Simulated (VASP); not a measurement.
# Zr (Im-3m) in VASP: notebook

The runs below take Zr through density of states, electric field gradients, with PBE.

All numbers are computed with VASP 6.6.1; they aren't measurements. Logs are shortened: lines on timing, memory, paths and dates and some standing lists are left out, and cuts for length are marked.

## (1) The cell of the first run

The structure is cubic, space group Im-3m (No. 229). Conventional cell: a = 3.620 Å, b = 3.620 Å, c = 3.620 Å, α = 90.00°, β = 90.00°, γ = 90.00°. Within 4.1 Å of Zr (site symmetry m-3m) lie 14 Zr at 3.14 to 3.62 Å.

## (2) Density of states, PBE

File POSCAR:

```
Zr
1.0
   -1.8100000000      1.8100000000      1.8100000000
    1.8100000000     -1.8100000000      1.8100000000
    1.8100000000      1.8100000000     -1.8100000000
Zr
1
Direct
    0.0000000000      0.0000000000      0.0000000000
```

File INCAR.step1:

```
SYSTEM = Zr
  PREC = Accurate
  ENCUT = 520
  EDIFF = 1E-7
  ISMEAR = -1
  SIGMA = 0.08
  LREAL = .False.
  LASPH = .True.
  NELM = 60
  ALGO = Normal
  ISIF = 2
  LWAVE = .False.
  LCHARG = .True.
  LMAXMIX = 4
  GGA = PE
  NBANDS = 12
```

File KPOINTS.step1:

```
regular mesh
0
Gamma
  14 14 14
  0 0 0
```

File INCAR.step2:

```
SYSTEM = Zr
  PREC = Accurate
  ENCUT = 520
  EDIFF = 1E-7
  ISMEAR = -5
  SIGMA = 0.08
  LREAL = .False.
  LASPH = .True.
  NELM = 60
  ALGO = Normal
  ISIF = 2
  LWAVE = .False.
  LCHARG = .False.
  LMAXMIX = 4
  GGA = PE
  LORBIT = 11
  NBANDS = 12
  NEDOS = 2001
  ICHARG = 11
```

File KPOINTS.step2:

```
regular mesh
0
Gamma
  21 21 21
  0 0 0
```

Potentials or basis: VASP PAW PBE potentials, release 64 (Zr_sv).

Command:

```sh
> cat potpaw_PBE.64/Zr_sv/POTCAR > POTCAR
> cp INCAR.step1 INCAR
> cp KPOINTS.step1 KPOINTS
> mpirun -np 1 vasp_std > vasp.out
> cp INCAR.step2 INCAR
> cp KPOINTS.step2 KPOINTS
> mpirun -np 1 vasp_std > vasp.out
```

OUTCAR:

```text
SYSTEM = Zr
   PREC = Accurate
   ENCUT = 520
   EDIFF = 1E-7
   ISMEAR = -5
   LREAL = .False.
   LASPH = .True.
   NELM = 60
   ISIF = 2
   GGA = PE
   LORBIT = 11
   ICHARG = 11

 ion  position               nearest neighbor table
   1  0.000  0.000  0.000-

  LATTYP: Found a body centered cubic cell.
 ALAT       =     3.6200000000

  Lattice vectors:

 A1 = (  -1.8100000000,   1.8100000000,   1.8100000000)
 A2 = (   1.8100000000,  -1.8100000000,   1.8100000000)
 A3 = (   1.8100000000,   1.8100000000,  -1.8100000000)

Analysis of symmetry for initial positions (statically):
=====================================================================
 Subroutine PRICEL returns:
 Original cell was already a primitive cell.

 Routine SETGRP: Setting up the symmetry group for a
 body centered cubic supercell.

 Subroutine GETGRP returns: Found 48 space group operations
 (whereof 48 operations were pure point group operations)
 out of a pool of 48 trial point group operations.

The static configuration has the point symmetry O_h .

Analysis of symmetry for dynamics (positions and initial velocities):
=====================================================================
 Subroutine PRICEL returns:
 Original cell was already a primitive cell.

 Routine SETGRP: Setting up the symmetry group for a
 body centered cubic supercell.

 Subroutine GETGRP returns: Found 48 space group operations
 (whereof 48 operations were pure point group operations)
 out of a pool of 48 trial point group operations.

The dynamic configuration has the point symmetry O_h .

 Subroutine INISYM returns: Found 48 space group operations
 (whereof 48 operations are pure point group operations),
 and found     1 'primitive' translations

----------------------------------------------------------------------------------------

                                     Primitive cell

  volume of cell :      23.7190

  direct lattice vectors                    reciprocal lattice vectors
    -1.810000000  1.810000000  1.810000000     0.000000000  0.276243094  0.276243094
     1.810000000 -1.810000000  1.810000000     0.276243094  0.000000000  0.276243094
     1.810000000  1.810000000 -1.810000000     0.276243094  0.276243094  0.000000000

  length of vectors
     3.135011962  3.135011962  3.135011962     0.390666730  0.390666730  0.390666730

  position of ions in fractional coordinates (direct lattice)
     0.000000000  0.000000000  0.000000000

  ion indices of the primitive-cell ions
   primitive index   ion index
                 1           1

----------------------------------------------------------------------------------------

 KPOINTS: regular mesh

Automatic generation of k-mesh.
 Grid dimensions read from file:
 generate k-points for:   21   21   21

 Generating k-lattice:

  Cartesian coordinates                     Fractional coordinates (reciprocal lattice)
     0.000000000  0.013154433  0.013154433     0.047619048  0.000000000  0.000000000
     0.013154433  0.000000000  0.013154433     0.000000000  0.047619048  0.000000000
     0.013154433  0.013154433  0.000000000     0.000000000  0.000000000  0.047619048

  Length of vectors
     0.018603178  0.018603178  0.018603178

  Shift w.r.t. Gamma in fractional coordinates (k-lattice)
     0.000000000  0.000000000  0.000000000

 TETIRR: Found  10986 inequivalent tetrahedra from    55566

 Subroutine IBZKPT returns following result:
 ===========================================

 Found    286 irreducible k-points:

 Following reciprocal coordinates:
            Coordinates               Weight
  0.000000  0.000000  0.000000      1.000000
  0.047619  0.000000  0.000000     12.000000
  0.095238  0.000000  0.000000     12.000000
  0.142857  0.000000  0.000000     12.000000
  0.190476  0.000000  0.000000     12.000000
  0.238095  0.000000  0.000000     12.000000
[... 16 lines left out ...]
  0.142857  0.095238  0.000000     48.000000
  0.190476  0.095238  0.000000     48.000000
 [... further k-points ...]
   k-points           NKPTS =    286   k-points in BZ     NKDIM =    286   number of bands    NBANDS=     12
   number of dos      NEDOS =   2001   number of ions     NIONS =      1
   total plane-waves  NPLWV =  13824
   dimension x,y,z NGX =    24 NGY =   24 NGZ =   24
   dimension x,y,z NGXF=    48 NGYF=   48 NGZF=   48
   ions per type =               1
   NGX,Y,Z   is equivalent  to a cutoff of  12.73, 12.73, 12.73 a.u.
   NGXF,Y,Z  is equivalent  to a cutoff of  25.45, 25.45, 25.45 a.u.
 SYSTEM =  Zr
   PREC   = accura    normal or accurate (medium, high low for compatibility)
   ISTART =      0    job   : 0-new  1-cont  2-samecut
   ICHARG =     11    charge: 1-file 2-atom 10-const
   ISPIN  =      1    spin polarized calculation?
   LNONCOLLINEAR =      F non collinear calculations
   LSORBIT =      F    spin-orbit coupling
   LASPH  =      T    aspherical Exc in radial PAW
   ENCUT  =  520.0 eV  38.22 Ry    6.18 a.u.   5.83  5.83  5.83*2*pi/ulx,y,z
   NELM   =     60;   NELMIN=  2; NELMDL=  0     # of ELM steps
   EDIFF  = 0.1E-06   stopping-criterion for ELM
   LREAL  =      F    real-space projection
   EDIFFG = 0.1E-05   stopping-criterion for IOM
   NSW    =      0    number of steps for IOM
   IBRION =     -1    ionic relax: 0-MD 1-quasi-New 2-CG
   NFREE  =      0    steps in history (QN), initial steepest desc. (CG)
   ISIF   =      2    stress and relaxation
   ISYM   =      2    0-nonsym 1-usesym 2-fastsym
   POTIM  = 0.5000    time-step for ionic-motion
   TEBEG  =    0.0;   TEEND  =   0.0 temperature during run
   PSTRESS=    0.0 pullay stress
   NELECT =      12.0000    total number of electrons
   NUPDOWN=      -1.0000    fix difference up-down
   EMIN   =  10.00;   EMAX   =-10.00  energy-range for DOS
   EFERMI =   0.00;   METHOD = LEGACY
   ISMEAR =    -5;   SIGMA  =   0.08  broadening in eV -4-tet -1-fermi 0-gaus
   EFERMI_NEDOS =   21; number of points for ismear=-14 and -15
   IALGO  =     38    algorithm
   IMIX   =      4    mixing-type and parameters
     AMIX     =   0.40;   BMIX     =  1.00
     AMIX_MAG =   1.60;   BMIX_MAG =  1.00
  volume/ion in A,a.u.               =      23.72       160.06
  Fermi-wavevector in a.u.,A,eV,Ry     =   1.304478  2.465105 23.152520  1.701662
  Thomas-Fermi vector in A             =   2.435411
   LORBIT       =     11    0 simple, 1 ext, 2 COOP (PROOUT), +10 PAW based schemes
   GGA     = PE    functional components
   LHFCALC =     F    Hartree Fock is set to
   AEXX    =    0.0000 exact exchange contribution
   IVDW    =     0    specifies the selected vdW correction
   LEPSILON=     F    determine dielectric tensor
   LRPA    =     F    only Hartree local field effects (RPA)
 non-spin polarized calculation
 Fermi weights with tetrahedron method with Bloechl corrections
  energy-cutoff  :      520.00
  volume of cell :       23.72
 maximum number of plane-waves:       664

 number of electron      12.0000000 magnetization

 Free energy of the ion-electron system (eV)
  ---------------------------------------------------
  ext. energy  EPLUGINS =         0.00000000
  ---------------------------------------------------
  free energy    TOTEN  =        -8.42728822 eV

  energy without entropy =       -8.42728822  energy(sigma->0) =       -8.42728822

 E-fermi :   8.5080     XC(G=0): -10.9926

 val. band max:        8.5732978415   @ k =  -0.4286   0.4286   0.1429
 cond. band min:       8.5056282577   @ k =   0.1429   0.1429   0.0476
 fundamental gap:     -0.0676695838
 Fermi energy:         8.5080479710

 k-point     1 :       0.0000    0.0000    0.0000
  band No.  band energies     occupation
      1     -40.0255      2.00000
      2     -17.5641      2.00000
      3     -17.5641      2.00000
      4     -17.5641      2.00000
      5       3.1711      2.00000
      6       9.6209      0.00000
      7       9.6209      0.00000
      8       9.6209      0.00000
      9      12.0407      0.00000
     10      12.0407      0.00000
     11      20.8340      0.00000
     12      20.8340      0.00000

 k-point     2 :       0.0476    0.0000    0.0000
  band No.  band energies     occupation
      1     -40.0224      2.00000
      2     -17.5857      2.00000
      3     -17.5708      2.00000
      4     -17.5643      2.00000
      5       3.2472      2.00000
      6       9.5699      0.00000
      7       9.6055      0.00000
      8       9.6939      0.00000
      9      11.9587      0.00000
     10      12.0400      0.00000
     11      20.9013      0.00000
     12      20.9713      0.00000

 k-point     3 :       0.0952    0.0000    0.0000
  band No.  band energies     occupation
      1     -40.0135      2.00000
      2     -17.6482      2.00000
      3     -17.5900      2.00000
      4     -17.5647      2.00000
      5       3.4699      2.00000
      6       9.4261      0.00000
      7       9.5455      0.00000
      8       9.9110      0.00000
      9      11.7680      0.00000
     10      12.0412      0.00000
     11      21.0765      0.00000
     12      21.3729      0.00000

 k-point     4 :       0.1429    0.0000    0.0000
  band No.  band energies     occupation
      1     -39.9995      2.00000
      2     -17.7449      2.00000
      3     -17.6200      2.00000
      4     -17.5654      2.00000
      5       3.8217      2.00000
      6       9.2136      0.00000
      7       9.4110      0.00000
      8      10.2671      0.00000
      9      11.5911      0.00000
     10      12.0527      0.00000
     11      21.2667      0.00000
     12      22.0121      0.00000

 k-point     5 :       0.1905    0.0000    0.0000
  band No.  band energies     occupation
      1     -39.9815      2.00000
      2     -17.8659      2.00000
      3     -17.6578      2.00000
      4     -17.5662      2.00000
      5       4.2709      2.00000
      6       8.9625      0.00000
      7       9.2006      0.00000
      8      10.7527      0.00000
      9      11.5239      0.00000
     10      12.0848      0.00000
     11      21.2933      0.00000
     12      22.4405      0.00000
[... 228 lines left out ...]
      1     -39.8848      2.00000
      2     -18.4655      2.00000
      3     -17.8591      2.00000
      4     -17.5793      2.00000
      5       5.8378      2.00000
      6       7.8881      2.00000
      7       9.9212      0.00000
      8      11.9894      0.00000
      9      12.7309      0.00000
     10      14.7379      0.00000
     11      18.4274      0.00000
     12      18.5890      0.00000

 k-point    22 :       0.0952    0.0952    0.0000
  band No.  band energies     occupation
      1     -39.9915      2.00000
      2     -17.7978      2.00000
      3     -17.6190      2.00000
      4     -17.5848      2.00000
      5       4.0258      2.00000
      6       9.1650      0.00000
      7       9.2319      0.00000
      8      10.5215      0.00000
      9      11.4289      0.00000
     10      12.1548      0.00000
     11      21.5156      0.00000
     12      22.0937      0.00000

 k-point    23 :       0.1429    0.0952    0.0000
  band No.  band energies     occupation
      1     -39.9744      2.00000
      2     -17.9073      2.00000
      3     -17.6551      2.00000
      4     -17.5912      2.00000
      5       4.4653      2.00000
      6       8.9342     -0.00338
      7       9.0140     -0.00000
      8      11.0250      0.00000
      9      11.3344      0.00000
     10      12.2511      0.00000
     11      21.6594      0.00000
     12      22.2267      0.00000

 k-point    24 :       0.1905    0.0952    0.0000
  band No.  band energies     occupation
      1     -39.9550      2.00000
      2     -18.0267      2.00000
      3     -17.7012      2.00000
      4     -17.5944      2.00000
      5       4.9560      2.00000
      6       8.6734     -0.06097
      7       8.8090     -0.01011
      8      11.3490      0.00000
      9      11.6513      0.00000
     10      12.3523      0.00000
     11      21.2455      0.00000
     12      22.0980      0.00000

 [... further k-points ...]

------------------------ aborting loop because EDIFF is reached ----------------------------------------

  FORCE on cell =-STRESS in cart. coord.  units (eV):
  Direction    XX          YY          ZZ          XY          YZ          ZX
  --------------------------------------------------------------------------------------
  -------------------------------------------------------------------------------------
  Total       -0.4855464     -0.4855464     -0.4855464     -0.0000000      0.0000000     -0.0000000
  in kB      -32.7978672    -32.7978672    -32.7978672     -0.0000000      0.0000000     -0.0000000
  external PRESSURE =     -32.7978672 kB  Pullay stress =       0.0000000 kB

 VOLUME and BASIS-vectors are now :
 -----------------------------------------------------------------------------
  energy-cutoff  :      520.00
  volume of cell :       23.72
      direct lattice vectors                 reciprocal lattice vectors
    -1.810000000  1.810000000  1.810000000     0.000000000  0.276243094  0.276243094
     1.810000000 -1.810000000  1.810000000     0.276243094  0.000000000  0.276243094
     1.810000000  1.810000000 -1.810000000     0.276243094  0.276243094  0.000000000

 POSITION                                       TOTAL-FORCE (eV/Angst)
 -----------------------------------------------------------------------------------
      0.00000      0.00000      0.00000        -0.000000     -0.000000      0.000000
 -----------------------------------------------------------------------------------
    total drift:                               -0.000000     -0.000000      0.000000

  FREE ENERGIE OF THE ION-ELECTRON SYSTEM (eV)
  ---------------------------------------------------
  free  energy   TOTEN  =        -8.4272882242 eV

  energy  without entropy=       -8.4272882242  energy(sigma->0) =       -8.42728822

 total charge

# of ion       s       p       d       tot
------------------------------------------
    1        2.221   5.947   1.661   9.829
```

Run time: 32 s. Hardware: 1 thread of Intel Xeon Platinum 8488C (Sapphire Rapids), shared host; peak memory 0.21 GiB.

Results:

```yaml
Valence_electrons_inside_the_program's_atomic_spheres: Zr 9.83
```

Levels at points of the mesh, in eV from the Fermi level:
```tsv
k point	band 3	band 4	band 5	band 6	band 7	band 8	band 9	band 10
(0.00, 0.00, 0.00)	-26.07	-26.07	-5.34	1.11	1.11	1.11	3.53	3.53
```

Caveat: tetrahedron occupations give inexact forces and stress in metals.

(Continued in part 2 of 2.)
